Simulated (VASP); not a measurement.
A run of VASP 6.6.1 is set up as follows.

The input INCAR:

```
  ALGO = Normal
  EDIFF = 1E-6
  EDIFFG = -0.04
  ENCUT = 600
  GGA = PE
  IBRION = 2
  ISIF = 3
  ISMEAR = 0
  LASPH = T
  LCHARG = F
  LREAL = F
  LWAVE = F
  NELM = 80
  NSW = 90
  PREC = Accurate
  SIGMA = 0.1
```

The input KPOINTS:

```
k-points
0
Gamma
  6 4 4
```

The input POSCAR:

```
B
1.0
    3.2494563708      0.0000000000      0.0000000000
   -1.5220899084      3.9215877282      0.0000000000
   -0.0873108476     -0.9238299154      4.9099659011
B
8
Direct
    0.1391859250      0.2687620294      0.1823499754
    0.6637905934      0.3221629468      0.1494400164
    0.6055584817      0.7064940480      0.3355039406
    0.0958365452      0.6868278073      0.3427652550
    0.8562008722      0.2475838654      0.8118540495
    0.3349061629      0.2000560835      0.8369484225
    0.4281337363      0.8388098946      0.6612989891
    0.8763876830      0.7293033248      0.6798393516
```

Potentials or basis: VASP PAW PBE potentials, release 64 (B).

Command:

```sh
$ cat potpaw_PBE.64/B/POTCAR > POTCAR
$ mpirun -np 1 vasp_std > vasp.out
```

Task: Estimate the space group after relaxing (to 0.1 Å).

Result: P-1 (No. 2).

Task: What does it give for the relaxed cell?

Result: a = 3.237 Å, b = 4.214 Å, c = 5.388 Å, α = 102.22°, β = 97.46°, γ = 106.89°.

Final structure:
```
B
1.0
     3.23066    0.11419   -0.17269
    -1.37310    3.98207   -0.11176
    -0.37836   -1.19062    5.24152
B
8
Cartesian
  0.0169 1.1447 0.6736
  1.6238 1.4032 0.4644
  0.8459 2.3169 1.7121
  -0.7611 2.0657 1.9144
  1.9219 0.4210 4.0719
  0.3326 -0.4827 4.3984
  0.1467 2.7722 3.2181
  1.7901 1.9815 3.3754
```
